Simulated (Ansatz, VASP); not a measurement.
# Mg: VASP beside Ansatz

Contents of INCAR:

```
ALGO     = Fast           # electronic algorithm
EDIFF    = 1E-7           # SCF threshold, eV
ENCUT    = 520            # plane-wave cutoff, eV
GGA      = PS             # functional
ISIF     = 2              # what is computed and relaxed
ISMEAR   = 0              # smearing method
LASPH    = T              # aspherical terms in the spheres
LCHARG   = T              # write CHGCAR
LELF     = T              # ELF
LREAL    = F              # projectors in reciprocal space
LVHAR    = T            
LWAVE    = F              # write WAVECAR
NBANDS   = 7              # bands
NELM     = 100            # most SCF steps
PREC     = Accurate       # precision mode
SIGMA    = 0.15           # smearing width, eV
```

Contents of KPOINTS:

```
k-points
0
Gamma
  18 18 18
```

The input POSCAR:

```
Mg
1.0
   -1.7794500000      1.7794500000      1.5622000000
    1.7794500000     -1.7794500000      1.5622000000
    1.7794500000      1.7794500000     -1.5622000000
Mg
1
Direct
    0.0000000000      0.0000000000      0.0000000000
```

Input for Ansatz:

```yaml
crystal:
  lattice:
    - [-1.77945, 1.77945, 1.5622]
    - [1.77945, -1.77945, 1.5622]
    - [1.77945, 1.77945, -1.5622]
  atoms:
    - { symbol: Mg, position: [0.0, 0.0, 0.0] }
basis:
  ecutwfc: 520.0
kpoints:
  mp_grid: { grid: [18, 18, 18] }
hamiltonian:
  xc: pbesol
scf:
  occupations: { method: gaussian, width: 0.15 }
output:
  forces: true
  stress: true
  eigenvalues: true
```

Alike in both runs: task single point; functional PBEsol; k mesh 18 × 18 × 18; occupations gaussian, width 0.15 eV; no spin polarisation.

```csv
,VASP,Ansatz
version,VASP 6.6.1,Ansatz 0.2.0
potentials or method,"VASP PAW PBE potentials, release 64 (Mg), cutoff 520 eV","scalar-relativistic, plane waves, PAW"
valence electrons in the cell,2,10
```

|  | VASP | Ansatz | Ansatz less VASP |
| --- | --- | --- | --- |
| gap on the k mesh at the Fermi level (eV) | none | none | - |
| pressure (GPa) | 6.4 | 6.3 | -0.03 |
| traceless stress, the component that is largest in VASP (GPa) | 1.31 | 1.29 | -0.021 |

VASP's potentials were made for PBE, not for PBEsol. A gap of «none» marks a metal or a gap that the smearing closes. With one functional, cell and mesh, what is left measures potentials, basis and numerics. VASP's potentials hold 2 valence electrons a cell and Ansatz's 10, so a difference there can come from the potentials and not from the codes.
